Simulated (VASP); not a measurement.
CaB6, 7 atoms in the cell. The structure is cubic, space group Pm-3m (No. 221). Conventional cell: a = 4.148 Å, b = 4.148 Å, c = 4.148 Å, α = 90.00°, β = 90.00°, γ = 90.00°. Ca (site symmetry m-3m) has 24 B at 3.05 Å within 4.0 Å. Within 2.2 Å of B (site symmetry 4mm) lie 5 B at 1.67 to 1.75 Å. 

| Quantity | Value |
| --- | --- |
| Program | VASP 6.6.1 |
| Task | single point |
| Functional | PBE |
| Potentials or basis | VASP PAW PBE potentials, release 64 (Ca_sv, B) |
| Cutoff | 520 eV |
| k mesh | 8 × 8 × 8 |
| Occupations | gaussian, width 0.01 eV |
| Spin | no spin polarisation |
| Dipole correction | no |
| Further INCAR settings | ALGO = Normal; EDIFF = 1e-06; NBANDS = 23 |

Potentials or basis: VASP PAW PBE potentials, release 64 (Ca_sv, B).

Command:

```sh
$ cat potpaw_PBE.64/Ca_sv/POTCAR potpaw_PBE.64/B/POTCAR > POTCAR
$ mpirun -np 1 vasp_std > vasp.out
```

Hardware: 1 thread of Intel(R) Xeon(R) 6975P-C (Granite Rapids) (shared host).

Task: How long does it take, and how much memory?

Result: Wall time 23 s on 1 thread of Intel(R) Xeon(R) 6975P-C (Granite Rapids), with other jobs on the host, peak memory 0.19 GiB. Counts: scf iterations 15, k points 35.
